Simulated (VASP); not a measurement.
The system is SnO2.

```xyz
6
Lattice="4.7380 0.0000 0.0000 0.0000 4.7380 0.0000 0.0000 0.0000 3.1865" Properties=species:S:1:pos:R:3 pbc="T T T"
Sn    0.0000    0.0000    0.0000
Sn    2.3690    2.3690    1.5933
O     1.4470    1.4470    0.0000
O     0.9220    3.8160    1.5933
O     3.2910    3.2910    0.0000
O     3.8160    0.9220    1.5933
```

Base run:

```yaml
Program: VASP 6.6.1
Functional: PBEsol
Potentials_or_basis: VASP PAW PBE potentials, release 64 (Sn_d, O)
Cutoff: 520 eV
k_mesh: 7 × 7 × 9
Occupations: fermi-dirac, width 0.02 eV
Spin: no spin polarisation
```

Its results: band gap on the k mesh 1.14 eV; pressure 5.0 GPa; largest force 0.042 eV/Å.

Q: The run is repeated on the same cell with these changes: functional from PBEsol to r2SCAN. What comes out?

A: Band gap on the k mesh 1.95 eV; pressure 4.1 GPa; largest force 0.008 eV/Å.

Caveats: the cell stands under pressure; the PAW data sets were made with another functional, which shifts forces and pressure a little; spin-orbit coupling is left out, which moves the levels of the heavy elements; an odd mesh through Γ misses points on the zone boundary, where band edges can lie (at least some runs).
